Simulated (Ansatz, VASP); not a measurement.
**One calculation of AgBr, two programs**

```
Ag Br
1.0
     0.00000    2.83769    2.83769
     2.83769    0.00000    2.83769
     2.83769    2.83769    0.00000
Ag Br
1 1
Direct
  0.00000 0.00000 0.00000
  0.50000 0.50000 0.50000
```

Alike in both runs: task single point; functional PBEsol; k mesh 6 × 6 × 6; occupations fermi-dirac, width 0.01 eV; non-collinear spin, spin-orbit coupling.

```csv
,VASP,Ansatz
version,VASP 6.6.1,Ansatz 0.2.0
potentials or method,"VASP PAW PBE potentials, release 64 (Ag, Br)","PAW with Ansatz's default frozen-core files, fully relativistic files with spin-orbit coupling"
plane-wave cutoff (eV),500,420
valence electrons in the cell,18,26
```

|  | VASP | Ansatz | Ansatz less VASP |
| --- | --- | --- | --- |
| pressure (GPa) | 0.0 | 0.0 | +0.02 |
| net moment per atom (μB) | 0.00 | 0.00 | 0.000 |

VASP's potentials were made for PBE, not for PBEsol. VASP's potentials hold 18 valence electrons a cell and Ansatz's 26, so a difference there can come from the potentials and not from the codes.
